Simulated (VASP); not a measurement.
# Hf (I4/mmm) in VASP: notebook, part 3 of 3

VASP 6.6.1. Earlier steps stand in the parts before.

**4. Single point, PBEsol (strain +0.080 along x and y, -0.080 along z)**

Contents of INCAR:

```
SYSTEM = Hf
PREC = Accurate
ENCUT = 520
EDIFF = 1E-7
ISMEAR = 0
SIGMA = 0.15
LREAL = .False.
LASPH = .True.
NELM = 100
ALGO = Normal
ISIF = 2
LWAVE = .False.
LCHARG = .False.
GGA = PS
NBANDS = 11
```

Contents of KPOINTS:

```
regular mesh
0
Gamma
  18 18 18
  0 0 0
```

Contents of POSCAR:

```
Hf
1.0
    0.0000000000      2.3976000000      2.0424000000
    2.3976000000      0.0000000000      2.0424000000
    2.3976000000      2.3976000000      0.0000000000
Hf
1
Direct
    0.0000000000      0.0000000000      0.0000000000
```

Potentials or basis: VASP PAW PBE potentials, release 64 (Hf_pv).

Command:

```
$ cat potpaw_PBE.64/Hf_pv/POTCAR > POTCAR
$ mpirun -np 1 vasp_std > vasp.out
```

OUTCAR:

```text
SYSTEM = Hf
   PREC = Accurate
   ENCUT = 520
   EDIFF = 1E-7
   ISMEAR = 0
   LREAL = .False.
   LASPH = .True.
   NELM = 100
   ISIF = 2
   GGA = PS

 ion  position               nearest neighbor table
   1  0.000  0.000  0.000-

  LATTYP: Found a body centered tetragonal cell.
 ALAT       =     3.3907184371
 C/A-ratio  =     1.2047004420

  Lattice vectors:

 A1 = (   0.0000000000,  -2.3976000000,  -2.0424000000)
 A2 = (   0.0000000000,   2.3976000000,  -2.0424000000)
 A3 = (   2.3976000000,   0.0000000000,   2.0424000000)

Analysis of symmetry for initial positions (statically):
=====================================================================
 Subroutine PRICEL returns:
 Original cell was already a primitive cell.

 Routine SETGRP: Setting up the symmetry group for a
 body centered tetragonal supercell.

 Subroutine GETGRP returns: Found 16 space group operations
 (whereof 16 operations were pure point group operations)
 out of a pool of 16 trial point group operations.

The static configuration has the point symmetry D_4h.

Analysis of symmetry for dynamics (positions and initial velocities):
=====================================================================
 Subroutine PRICEL returns:
 Original cell was already a primitive cell.

 Routine SETGRP: Setting up the symmetry group for a
 body centered tetragonal supercell.

 Subroutine GETGRP returns: Found 16 space group operations
 (whereof 16 operations were pure point group operations)
 out of a pool of 16 trial point group operations.

The dynamic configuration has the point symmetry D_4h.

 Subroutine INISYM returns: Found 16 space group operations
 (whereof 16 operations are pure point group operations),
 and found     1 'primitive' translations

----------------------------------------------------------------------------------------

                                     Primitive cell

  volume of cell :      23.4814
[... 112 lines left out ...]
   GGA     = PS    functional components
   LHFCALC =     F    Hartree Fock is set to
   AEXX    =    0.0000 exact exchange contribution
   IVDW    =     0    specifies the selected vdW correction
   LEPSILON=     F    determine dielectric tensor
   LRPA    =     F    only Hartree local field effects (RPA)
 non-spin polarized calculation
 Gauss-broadening in eV      SIGMA  =   0.15
  energy-cutoff  :      520.00
  volume of cell :       23.48
 maximum number of plane-waves:       645
   NGX = 11   NGY = 11   NGZ = 13

 number of electron      10.0000000 magnetization

 Free energy of the ion-electron system (eV)
  ---------------------------------------------------
  ext. energy  EPLUGINS =         0.00000000
  ---------------------------------------------------
  free energy    TOTEN  =       -10.33685814 eV

  energy without entropy =      -10.31474415  energy(sigma->0) =      -10.32580115

 E-fermi :   4.2014     XC(G=0): -11.1744

 val. band max:        4.2004543476   @ k =  -0.1667   0.4444   0.2778
 cond. band min:       4.2019281257   @ k =  -0.2222   0.3333   0.2222
 fundamental gap:      0.0014737781
 Fermi energy:         4.2014106046

 k-point     1 :       0.0000    0.0000    0.0000
  band No.  band energies     occupation
      1     -25.8979      2.00000
      2     -25.8979      2.00000
      3     -25.8944      2.00000
      4      -2.7885      2.00000
      5       5.2778      0.00000
      6       5.2778      0.00000
      7       6.8146      0.00000
      8       6.9510      0.00000
      9       8.9222      0.00000
     10      15.8240      0.00000
     11      17.1236      0.00000
[... 309 lines left out ...]
 k-point    24 :      -0.2222    0.0556    0.0000
  band No.  band energies     occupation
      1     -26.2137      2.00000
      2     -25.9709      2.00000
      3     -25.9338      2.00000
      4      -1.0820      2.00000
      5       4.5146      0.00315
      6       5.3393      0.00000
      7       6.6283      0.00000
      8       7.3538      0.00000
      9       8.7503      0.00000
     10      16.6526      0.00000
     11      17.1320      0.00000

 [... further k-points ...]

------------------------ aborting loop because EDIFF is reached ----------------------------------------

  FORCE on cell =-STRESS in cart. coord.  units (eV):
  Direction    XX          YY          ZZ          XY          YZ          ZX
  --------------------------------------------------------------------------------------
  -------------------------------------------------------------------------------------
  Total       -1.4953866     -1.4953866     -0.7305359      0.0000000     -0.0000000      0.0000000
  in kB     -102.0328009   -102.0328009    -49.8457235      0.0000000     -0.0000000      0.0000000
  external PRESSURE =     -84.6371084 kB  Pullay stress =       0.0000000 kB

 VOLUME and BASIS-vectors are now :
 -----------------------------------------------------------------------------
  energy-cutoff  :      520.00
  volume of cell :       23.48
      direct lattice vectors                 reciprocal lattice vectors
     0.000000000  2.397600000  2.042400000    -0.208541875  0.208541875  0.244810027
     2.397600000  0.000000000  2.042400000     0.208541875 -0.208541875  0.244810027
     2.397600000  2.397600000  0.000000000     0.208541875  0.208541875 -0.244810027

 POSITION                                       TOTAL-FORCE (eV/Angst)
 -----------------------------------------------------------------------------------
      0.00000      0.00000      0.00000         0.000000      0.000000      0.000000
 -----------------------------------------------------------------------------------
    total drift:                               -0.000000     -0.000000      0.000000

  FREE ENERGIE OF THE ION-ELECTRON SYSTEM (eV)
  ---------------------------------------------------
  free  energy   TOTEN  =       -10.3368581430 eV

  energy  without entropy=      -10.3147441485  energy(sigma->0) =      -10.32580115
```

OSZICAR:

```text
N       E                     dE             d eps       ncg     rms          rms(c)
DAV:   1     0.117779706540E+02    0.11778E+02   -0.57082E+03 10624   0.834E+02
DAV:   2    -0.103032363841E+02   -0.22081E+02   -0.21430E+02 13337   0.152E+02
DAV:   3    -0.107549972101E+02   -0.45176E+00   -0.44708E+00 13447   0.149E+01
DAV:   4    -0.107568381423E+02   -0.18409E-02   -0.18406E-02 12039   0.116E+00
DAV:   5    -0.107568492265E+02   -0.11084E-04   -0.11084E-04 13420   0.780E-02    0.450E+01
DAV:   6    -0.104428863451E+02    0.31396E+00   -0.26078E-01 11889   0.366E+00    0.263E+01
DAV:   7    -0.103420151251E+02    0.10087E+00   -0.36647E-01 12252   0.418E+00    0.117E+00
DAV:   8    -0.103368510480E+02    0.51641E-02   -0.26043E-02 11745   0.116E+00    0.240E-01
DAV:   9    -0.103368570641E+02   -0.60161E-05   -0.42566E-04 13135   0.175E-01    0.494E-02
DAV:  10    -0.103368584437E+02   -0.13796E-05   -0.25671E-05 12423   0.373E-02    0.303E-02
DAV:  11    -0.103368581482E+02    0.29549E-06   -0.29368E-06 12642   0.128E-02    0.185E-03
DAV:  12    -0.103368581430E+02    0.52196E-08   -0.40459E-08  8192   0.188E-03
   1 F= -.10336858E+02 E0= -.10325801E+02  d E =-.221140E-01
```

Wall time 1.9 min (1 thread of Intel Xeon 8259CL, shared host); peak memory 0.24 GiB.

Results:

| Item | Value |
| --- | --- |
| Free energy | -10.3369 eV |
| Pressure | -8.5 GPa |
| Band gap on the k mesh | zero (bands 5 and 6 overlap by 2.00 eV) |

Caveat: the cell differs from its parent crystal (strain +0.080 along x and y, -0.080 along z); the cell stands under tension; the PAW data sets were made with another functional, which shifts forces and pressure a little; spin-orbit coupling is left out, which moves the levels of the heavy elements.

**5. Summary**

| cell | gap on the mesh (eV) | pressure (GPa) |
| --- | --- | --- |
| a = 3.083, b = 3.083, c = 3.265 Å, angles 58.0, 58.0, 64.0°, 1 atom | none | -1.5 |
| a = 3.142, b = 3.142, c = 3.265 Å, angles 58.7, 58.7, 62.6°, 1 atom | none | -5.6 |
| a = 3.150, b = 3.150, c = 3.391 Å, angles 57.4, 57.4, 65.1°, 1 atom | none | -8.5 |

Alike in all rows: task single point; level PBEsol; potentials or basis VASP PAW PBE potentials, release 64 (Hf_pv); no spin polarisation; k mesh 18 × 18 × 18; cutoff (eV) 520; smearing gaussian 0.15 eV.

Caveats: the PAW data sets were made with another functional, which shifts forces and pressure a little; spin-orbit coupling is left out, which moves the levels of the heavy elements; the cell stands under tension (at least some runs).

Absolute energies hang on the potentials; compare differences alone.
